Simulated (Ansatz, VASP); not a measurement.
One calculation of KF, two programs

Contents of INCAR:

```
PREC = Accurate
ENCUT = 600
EDIFF = 1E-6
ISMEAR = 1
SIGMA = 0.014
LREAL = False
LASPH = True
NELM = 120
ALGO = Normal
ISIF = 2
LWAVE = False
LCHARG = False
GGA = PE
IVDW = 12
NBANDS = 15
GGA_COMPAT = False
```

KPOINTS

```
regular mesh
0
Gamma
  8 8 8
```

File POSCAR:

```
KF
1.0
    3.2589550000      0.0000000000      0.0000000000
    0.0000000000      3.2589550000      0.0000000000
    0.0000000000      0.0000000000      3.2589550000
K F
1 1
Direct
    0.0000000000      0.0000000000      0.0000000000
    0.5000000000      0.5000000000      0.5000000000
```

Input for Ansatz:

```yaml
crystal:
  lattice:
    - [3.258955, 0.0, 0.0]
    - [0.0, 3.258955, 0.0]
    - [0.0, 0.0, 3.258955]
  atoms:
    - { symbol: K, position: [0.0, 0.0, 0.0] }
    - { symbol: F, position: [0.5, 0.5, 0.5] }
basis: {}
kpoints:
  mp_grid: { grid: [8, 8, 8] }
hamiltonian:
  xc: pbe
  dispersion: d3bj
  pseudopotentials: { kind: nc }
scf:
  occupations: { method: cold, width: 0.014 }
  mixing: { algorithm: broyden }
  initial_density: { chi_scale: 0, normalization: atom }
  max_iter: 68
output:
  forces: false
  stress: true
  eigenvalues: true
accuracy: low
```

Alike in both runs: task single point; functional PBE; dispersion D3(BJ); k mesh 8 × 8 × 8; no spin polarisation.

```csv
,VASP,Ansatz
version,VASP 6.6.1,Ansatz 0.2.0
potentials or method,"VASP PAW PBE potentials, release 64 (K_sv, F)","scalar-relativistic, plane waves, norm-conserving potentials"
plane-wave cutoff (eV),600,1320
occupations,"methfessel-paxton of order 1, width 0.014 eV","cold, width 0.014 eV"
valence electrons in the cell,16,16
```

```tsv
	VASP	Ansatz	Ansatz less VASP
gap on the k mesh at the Fermi level (eV)	6.26	6.26	+0.005
least direct gap on the mesh (eV)	6.31	6.31	+0.004
pressure (GPa)	-1.6	-1.6	+0.02
```
